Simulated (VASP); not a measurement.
Here is a VASP 6.6.1 calculation.

Contents of INCAR:

```
SYSTEM = Au
  PREC = Accurate
  ENCUT = 520
  EDIFF = 1E-7
  ISMEAR = -1
  SIGMA = 0.1
  LREAL = .FALSE.
  LASPH = .TRUE.
  NELM = 80
  ALGO = Normal
  ISIF = 2
  LWAVE = .FALSE.
  LCHARG = .TRUE.
  GGA = RP
  LELF = .TRUE.
  LVHAR = .TRUE.
  NBANDS = 30
```

File KPOINTS:

```
regular mesh
0
G
  13 13 4
  0 0 0
```

Contents of POSCAR:

```
Au
1.0
    2.9452197828      0.0000000000      0.0000000000
   -1.4726098914      2.5506351517      0.0000000000
    0.0000000000      0.0000000000      9.8613586308
Au
4
Direct
    0.0000000000      0.0000000000      0.0000000000
    0.0000000000      0.0000000000      0.5000000000
    0.3333333333      0.6666666667      0.2500000000
    0.6666666667      0.3333333333      0.7500000000
```

Potentials or basis: VASP PAW PBE potentials, release 64 (Au).

Launch:

```console
$ cat potpaw_PBE.64/Au/POTCAR > POTCAR
$ mpirun -np 1 vasp_std > vasp.out
```

**Question.** Estimate the band gap on the k mesh.

**Answer.** Zero (band 22 reaches 11.04 eV, above the bottom of band 23 at 6.02 eV).

**Question.** Estimate the pressure.

**Answer.** -0.2 GPa.

Caveat: the PAW data sets were made with another functional, which shifts forces and pressure a little; spin-orbit coupling is left out, which moves the levels of the heavy elements.
